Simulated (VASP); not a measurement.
Write the native input for VASP 6.6.1 that does the following.

```yaml
Task: single point
Functional: r2SCAN
Potentials_or_basis: VASP PAW PBE potentials, release 64 (Ti_sv, O, Hf_pv)
Cutoff: 660 eV
k_mesh: 6 × 6 × 8
Occupations: gaussian, width 0.01 eV
Spin: no spin polarisation
Dipole_correction: no
Further_INCAR_settings: ALGO = Normal; EDIFF = 1e-06; NBANDS = 59
```

HfTi3O8:

```xyz
12
Lattice="3.4254 -4.8656 0.0000 3.4254 4.8656 0.0000 0.0000 0.0000 3.4545" Properties=species:S:1:pos:R:3 pbc="T T T"
Ti    1.7127    2.4328    0.0000
Ti    3.4254    0.0000    1.7272
Ti    1.7127   -2.4328    0.0000
O     1.7675   -1.2402    1.7272
O     1.7675    1.2402    1.7272
O     3.4254   -3.5910    0.0000
O     3.4254   -1.1930    0.0000
O     3.4254    1.1930    0.0000
O     3.4254    3.5910    0.0000
O     5.0834   -1.2402    1.7272
O     5.0834    1.2402    1.7272
Hf    0.0000    0.0000    1.7272
```

These files were run (other wordings do the same):

POSCAR

```
HfTi3O8
1.0
    3.4254338779     -4.8655636550      0.0000000000
    3.4254338779      4.8655636550      0.0000000000
    0.0000000000      0.0000000000      3.4544967389
Ti O Hf
3 8 1
Direct
    0.0000000000      0.5000000000      0.0000000000
    0.5000000000      0.5000000000      0.5000000000
    0.5000000000      0.0000000000      0.0000000000
    0.3854422846      0.1305455892      0.5000000000
    0.1305455892      0.3854422846      0.5000000000
    0.8690231932      0.1309768068      0.0000000000
    0.6226004510      0.3773995490      0.0000000000
    0.3773995490      0.6226004510      0.0000000000
    0.1309768068      0.8690231932      0.0000000000
    0.8694544108      0.6145577154      0.5000000000
    0.6145577154      0.8694544108      0.5000000000
    0.0000000000      0.0000000000      0.5000000000
```

INCAR.step1

```
SYSTEM = HfTi3O8
PREC = Accurate
ENCUT = 660
ISMEAR = 0
SIGMA = 0.01
LREAL = .False.
LASPH = .True.
NELM = 120
NBANDS = 59
GGA = PE
ALGO = Normal
EDIFF = 1E-5
LWAVE = .True.
LCHARG = .False.
GGA_COMPAT = .False.
```

INCAR.step2

```
SYSTEM = HfTi3O8
PREC = Accurate
ENCUT = 660
EDIFF = 1E-6
ISMEAR = 0
SIGMA = 0.01
LREAL = .False.
LASPH = .True.
NELM = 120
ALGO = Normal
ISIF = 2
LWAVE = .False.
LCHARG = .True.
METAGGA = R2SCAN
LMIXTAU = .True.
LELF = .True.
LVHAR = .True.
NBANDS = 59
ISTART = 1
GGA_COMPAT = .False.
```

KPOINTS

```
Automatic mesh
0
Gamma
  6 6 8
  0 0 0
```

Potentials or basis: VASP PAW PBE potentials, release 64 (Ti_sv, O, Hf_pv).

The run is started by

```console
$ cat potpaw_PBE.64/Ti_sv/POTCAR potpaw_PBE.64/O/POTCAR potpaw_PBE.64/Hf_pv/POTCAR > POTCAR
$ cp INCAR.step1 INCAR
$ mpirun -np 1 vasp_std > vasp.out
$ cp INCAR.step2 INCAR
$ mpirun -np 1 vasp_std > vasp.out
```

It gave:

```json
{"Pressure": "-0.4 GPa", "Largest force": "0.220 eV/Å", "Band gap on the k mesh": "1.66 eV (least direct gap 1.68 eV)"}
```

Caveat: the PAW data sets were made with another functional, which shifts forces and pressure a little; spin-orbit coupling is left out, which moves the levels of the heavy elements.

It took 64 min on 1 thread of Intel Xeon 8259CL (shared host), peak memory 0.64 GiB.
